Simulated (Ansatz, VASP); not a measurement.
One calculation of Si, two programs

```
CELL_PARAMETERS angstrom
-1.70861 1.70861 1.23805
1.70861 -1.70861 1.23805
1.70861 1.70861 -1.23805
ATOMIC_POSITIONS crystal
Si 0.00000 0.00000 0.00000
```

Change from the starting cell: strain +0.030 along x and y, -0.030 along z, atoms carried along.

Alike in both runs: task single point; functional r2SCAN; k mesh 30 × 30 × 30; occupations gaussian, width 0.15 eV; no spin polarisation.

|  | VASP | Ansatz |
| --- | --- | --- |
| version | VASP 6.6.1 | Ansatz 0.2.0 |
| potentials or method | VASP PAW PBE potentials, release 64 (Si), cutoff 520 eV | scalar-relativistic, plane waves, PAW |
| valence electrons in the cell | 4 | 4 |

```tsv
	VASP	Ansatz	Ansatz less VASP
gap on the k mesh at the Fermi level (eV)	none	none	-
pressure (GPa)	-0.8	-0.8	-0.04
traceless stress, the component that is largest in VASP (GPa)	3.79	3.86	+0.077
```

VASP's potentials were made for PBE, not for r2SCAN. A gap of «none» marks a metal or a gap that the smearing closes.
